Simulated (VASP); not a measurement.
# SnSe2 (P-3m1) in VASP: notebook

The runs below take SnSe2 through single point, with PBE.

Everything below comes from runs of VASP 6.6.1. Logs are shortened: lines on timing, memory, paths and dates and some standing lists are left out, and cuts for length are marked.

**1. The cell of the first run**

It takes space group P-3m1 (No. 164, trigonal). The conventional cell has a = 3.733 Å, b = 3.733 Å, c = 6.011 Å, α = 90.00°, β = 90.00°, γ = 120.00°. Sn (site symmetry -3m) has 6 Se at 2.62 Å within 3.5 Å. Se (site symmetry 3m) has 3 Sn at 2.62 Å within 3.5 Å.

**2. Single point, PBE**

The input, INCAR:

```
PREC     = Accurate       # precision mode
ENCUT    = 520            # plane-wave cutoff, eV
EDIFF    = 1E-6           # SCF threshold, eV
ISMEAR   = 0              # smearing method
SIGMA    = 0.01           # smearing width, eV
LREAL    = False          # projectors in reciprocal space
LASPH    = True           # aspherical terms in the spheres
NELM     = 80             # most SCF steps
ALGO     = Normal         # electronic algorithm
ISIF     = 2              # what is computed and relaxed
LWAVE    = False          # write WAVECAR
LCHARG   = False          # write CHGCAR
GGA      = PE             # functional
NBANDS   = 20             # bands
```

The input, KPOINTS:

```
regular mesh
0
Gamma
  6 6 4
```

The input, POSCAR:

```
SnSe2
1.0
    3.7332026603      0.0000000000      0.0000000000
   -1.8666013302      3.2330485237      0.0000000000
    0.0000000000      0.0000000000      6.0107403631
Sn Se
1 2
Direct
    0.0000000000      0.0000000000      0.0000000000
    0.3333333333      0.6666666667      0.2490000000
    0.6666666667      0.3333333333      0.7510000000
```

Potentials or basis: VASP PAW PBE potentials, release 64 (Sn_d, Se).

Run with:

```sh
$ cat potpaw_PBE.64/Sn_d/POTCAR potpaw_PBE.64/Se/POTCAR > POTCAR
$ mpirun -np 1 vasp_std > vasp.out
```

OUTCAR:

```text
PREC = Accurate
   ENCUT = 520
   EDIFF = 1E-6
   ISMEAR = 0
   LREAL = False
   LASPH = True
   NELM = 80
   ISIF = 2
   GGA = PE

 ion  position               nearest neighbor table
   1  0.000  0.000  0.000-   2 2.62   3 2.62   3 2.62   2 2.62   3 2.62   2 2.62
   2  0.333  0.667  0.249-   1 2.62   1 2.62   1 2.62
   3  0.667  0.333  0.751-   1 2.62   1 2.62   1 2.62

  LATTYP: Found a hexagonal cell.
 ALAT       =     3.7332026603
 C/A-ratio  =     1.6100760955

  Lattice vectors:

 A1 = (   3.7332026603,   0.0000000000,   0.0000000000)
 A2 = (  -1.8666013302,   3.2330485237,   0.0000000000)
 A3 = (   0.0000000000,   0.0000000000,   6.0107403631)

Analysis of symmetry for initial positions (statically):
=====================================================================
 Subroutine PRICEL returns:
 Original cell was already a primitive cell.

 Routine SETGRP: Setting up the symmetry group for a
 hexagonal supercell.

 Subroutine GETGRP returns: Found 12 space group operations
 (whereof 12 operations were pure point group operations)
 out of a pool of 24 trial point group operations.

The static configuration has the point symmetry D_3d.

Analysis of symmetry for dynamics (positions and initial velocities):
=====================================================================
 Subroutine PRICEL returns:
 Original cell was already a primitive cell.

 Routine SETGRP: Setting up the symmetry group for a
 hexagonal supercell.

 Subroutine GETGRP returns: Found 12 space group operations
 (whereof 12 operations were pure point group operations)
 out of a pool of 24 trial point group operations.

The dynamic configuration has the point symmetry D_3d.

 Subroutine INISYM returns: Found 12 space group operations
 (whereof 12 operations are pure point group operations),
 and found     1 'primitive' translations

----------------------------------------------------------------------------------------

                                     Primitive cell

  volume of cell :      72.5474

  direct lattice vectors                    reciprocal lattice vectors
     3.733202660  0.000000000  0.000000000     0.267866519  0.154652798  0.000000000
[... 79 lines left out ...]
   ISTART =      0    job   : 0-new  1-cont  2-samecut
   ICHARG =      2    charge: 1-file 2-atom 10-const
   ISPIN  =      1    spin polarized calculation?
   LNONCOLLINEAR =      F non collinear calculations
   LSORBIT =      F    spin-orbit coupling
   LASPH  =      T    aspherical Exc in radial PAW
   ENCUT  =  520.0 eV  38.22 Ry    6.18 a.u.   6.94  6.94 11.18*2*pi/ulx,y,z
   NELM   =     80;   NELMIN=  2; NELMDL= -5     # of ELM steps
   EDIFF  = 0.1E-05   stopping-criterion for ELM
   LREAL  =      F    real-space projection
   EDIFFG = 0.1E-04   stopping-criterion for IOM
   NSW    =      0    number of steps for IOM
   IBRION =     -1    ionic relax: 0-MD 1-quasi-New 2-CG
   NFREE  =      0    steps in history (QN), initial steepest desc. (CG)
   ISIF   =      2    stress and relaxation
   ISYM   =      2    0-nonsym 1-usesym 2-fastsym
   POTIM  = 0.5000    time-step for ionic-motion
   TEBEG  =    0.0;   TEEND  =   0.0 temperature during run
   PSTRESS=    0.0 pullay stress
   NELECT =      26.0000    total number of electrons
   NUPDOWN=      -1.0000    fix difference up-down
   EMIN   =  10.00;   EMAX   =-10.00  energy-range for DOS
   EFERMI =   0.00;   METHOD = LEGACY
   ISMEAR =     0;   SIGMA  =   0.01  broadening in eV -4-tet -1-fermi 0-gaus
   EFERMI_NEDOS =   21; number of points for ismear=-14 and -15
   IALGO  =     38    algorithm
   IMIX   =      4    mixing-type and parameters
     AMIX     =   0.40;   BMIX     =  1.00
     AMIX_MAG =   1.60;   BMIX_MAG =  1.00
  volume/ion in A,a.u.               =      24.18       163.19
  Fermi-wavevector in a.u.,A,eV,Ry     =   1.162854  2.197476 18.398213  1.352230
  Thomas-Fermi vector in A             =   2.299411
   LORBIT       =      0    0 simple, 1 ext, 2 COOP (PROOUT), +10 PAW based schemes
   GGA     = PE    functional components
   LHFCALC =     F    Hartree Fock is set to
   AEXX    =    0.0000 exact exchange contribution
   IVDW    =     0    specifies the selected vdW correction
   LEPSILON=     F    determine dielectric tensor
   LRPA    =     F    only Hartree local field effects (RPA)
 non-spin polarized calculation
 Gauss-broadening in eV      SIGMA  =   0.01
  energy-cutoff  :      520.00
  volume of cell :       72.55
 maximum number of plane-waves:      1966
   NGX = 13   NGY = 13   NGZ = 23

 number of electron      25.9999991 magnetization

 Free energy of the ion-electron system (eV)
  ---------------------------------------------------
  ext. energy  EPLUGINS =         0.00000000
  ---------------------------------------------------
  free energy    TOTEN  =       -11.49298860 eV

  energy without entropy =      -11.49298860  energy(sigma->0) =      -11.49298860

 E-fermi :   4.9470     XC(G=0):  -9.7364

 val. band max:        4.8789138889   @ k =   0.0000   0.0000   0.0000
 cond. band min:       5.7385206587   @ k =   0.5000  -0.0000   0.2500
 fundamental gap:      0.8596067698
 Fermi energy:         4.9470441109

 k-point     1 :       0.0000    0.0000    0.0000
  band No.  band energies     occupation
      1     -16.5055      2.00000
      2     -16.5055      2.00000
      3     -16.4542      2.00000
      4     -16.4342      2.00000
      5     -16.4342      2.00000
      6      -9.6262      2.00000
[... 541 lines left out ...]
     19      13.8718      0.00000
     20      14.0337      0.00000

------------------------ aborting loop because EDIFF is reached ----------------------------------------

  FORCE on cell =-STRESS in cart. coord.  units (eV):
  Direction    XX          YY          ZZ          XY          YZ          ZX
  --------------------------------------------------------------------------------------
  -------------------------------------------------------------------------------------
  Total        5.0423304      5.0423309      5.5532411     -0.0000000     -0.0000000      0.0000000
  in kB      111.3576664    111.3576790    122.6409075     -0.0000000     -0.0000000      0.0000000
  external PRESSURE =     115.1187510 kB  Pullay stress =       0.0000000 kB

 VOLUME and BASIS-vectors are now :
 -----------------------------------------------------------------------------
  energy-cutoff  :      520.00
  volume of cell :       72.55
      direct lattice vectors                 reciprocal lattice vectors
     3.733202660  0.000000000  0.000000000     0.267866519  0.154652798  0.000000000
    -1.866601330  3.233048524  0.000000000     0.000000000  0.309305596  0.000000000
     0.000000000  0.000000000  6.010740363     0.000000000  0.000000000  0.166368856

 POSITION                                       TOTAL-FORCE (eV/Angst)
 -----------------------------------------------------------------------------------
      0.00000      0.00000      0.00000        -0.000000     -0.000000      0.000000
     -0.00000      2.15537      1.49667         0.000000      0.000000      1.485800
      1.86660      1.07768      4.51407         0.000000     -0.000000     -1.485800
 -----------------------------------------------------------------------------------
    total drift:                                0.000000      0.000000      0.000000

  FREE ENERGIE OF THE ION-ELECTRON SYSTEM (eV)
  ---------------------------------------------------
  free  energy   TOTEN  =       -11.4929886046 eV

  energy  without entropy=      -11.4929886046  energy(sigma->0) =      -11.49298860
```

stdout:

```text
POSCAR found type information on POSCAR SnSe
 POSCAR found :  2 types and       3 ions
 scaLAPACK will be used
 LDA part: xc-table for (Slater+PW92), standard interpolation
 POSCAR, INCAR and KPOINTS ok, starting setup
 FFT: planning ... GRIDC
 FFT: planning ... GRID_SOFT
 FFT: planning ... GRID
 WAVECAR not read
 entering main loop
```

Run time: 17 s. Hardware: 1 thread of AMD EPYC 9R45 (Zen 5), shared host; peak memory 0.17 GiB.

Results:

```yaml
Free_energy: -11.4930 eV
Pressure: 11.5 GPa
Largest_force: 1.486 eV/Å
Band_gap_on_the_k_mesh: 0.86 eV, indirect (least direct gap 1.39 eV)
```

Forces in eV/Å, atoms in the order of the input:
```
Sn   0.000  0.000  0.000
Se   0.000  0.000  1.486
Se   0.000  0.000 -1.486
```

Stress tensor (GPa, compression positive):
```
11.14  0.00  0.00
 0.00 11.14  0.00
 0.00  0.00 12.26
```

Caveat: spin-orbit coupling is left out, which moves the levels of the heavy elements; this functional lacks dispersion, which binds the layers, so the pressure and a relaxed spacing across them are unreliable; forces of over 1 eV/Å act on the atoms, so gaps and moduli don't describe the material at rest. A k mesh can miss the band edges.

(Continued in part 2 of 2.)
